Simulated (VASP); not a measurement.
Li3O:

```
Li O
1.0
     0.00000    4.22298    4.26204
     2.49654    0.00000    4.26204
     2.49654    4.22298    0.00000
Li O
6 2
Cartesian
  1.7407 1.2785 4.2620
  0.7558 2.9445 4.2620
  2.9890 5.0560 2.1310
  2.0041 3.3900 2.1310
  2.4965 4.2230 4.4550
  3.7448 6.3345 6.5860
  1.2483 2.1115 0.0000
  2.4965 4.2230 6.3931
```

```yaml
Program: VASP 6.6.1
Task: relaxation of cell and atoms
Functional: PBE
Potentials_or_basis: VASP PAW PBE potentials, release 64 (Li_sv, O)
Cutoff: 600 eV
k_mesh: 4 × 4 × 4
Occupations: gaussian, width 0.1 eV
Spin: no spin polarisation
```

At the start: pressure 2.9 GPa; volume 11.23 Å³/atom.

Problem. How do energy, volume and symmetry change on relaxing?

Solution. Over 15 steps the energy falls by 815.2 meV/atom and the volume is 12.43 Å³/atom (+10.7 %); space group Fdd2 (No. 43, to 0.05 Å).

Step by step:
| step | energy change (eV) | largest force (eV/Å) | pressure (GPa) | volume (Å³) |
| --- | --- | --- | --- | --- |
| 1 | 0.0000 | 3.2649 | 2.87 | 89.87 |
| 2 | -2.0845 | 2.4634 | 0.75 | 92.49 |
| 3 | -4.2351 | 1.2681 | 0.70 | 98.31 |
| 4 | -4.3544 | 1.4676 | 1.49 | 99.77 |
| 5 | -5.0850 | 0.7977 | -0.28 | 103.20 |
| 6 | -5.6969 | 0.2948 | -1.11 | 109.70 |
| 7 | -6.1072 | 0.5382 | -0.68 | 107.31 |
| 8 | -6.2405 | 1.1417 | 0.16 | 104.36 |
| 9 | -6.4511 | 0.4525 | -1.29 | 103.24 |
| 10 | -6.4599 | 0.2965 | -1.61 | 102.92 |
| 11 | -6.5104 | 0.1507 | 0.28 | 99.94 |
| 12 | -6.5107 | 0.1382 | 0.14 | 100.14 |
| 13 | -6.5164 | 0.0875 | -0.06 | 100.19 |
| 14 | -6.5194 | 0.0446 | -0.37 | 100.25 |
| 15 | -6.5212 | 0.0214 | -0.07 | 99.45 |

Final structure:
```
CELL_PARAMETERS angstrom
0.00000 3.98234 4.00065
3.12117 0.00000 4.00065
3.12117 3.98234 0.00000
ATOMIC_POSITIONS crystal
Li 0.12451 0.81949 0.17530
Li 0.81949 0.12451 0.88070
Li 0.07470 0.36930 0.12549
Li 0.36930 0.07470 0.43051
Li 0.54341 0.54341 0.45659
Li 0.79341 0.79341 0.70659
O 0.03522 0.03522 0.46478
O 0.78522 0.78522 0.21478
```

Caveat: the k points lie up to 0.38 Å⁻¹ apart in the final cell; the cutoff is under 1.25 times the usual one of these potentials, so pressure, stress and relaxed cells hold a basis-set (Pulay) error.
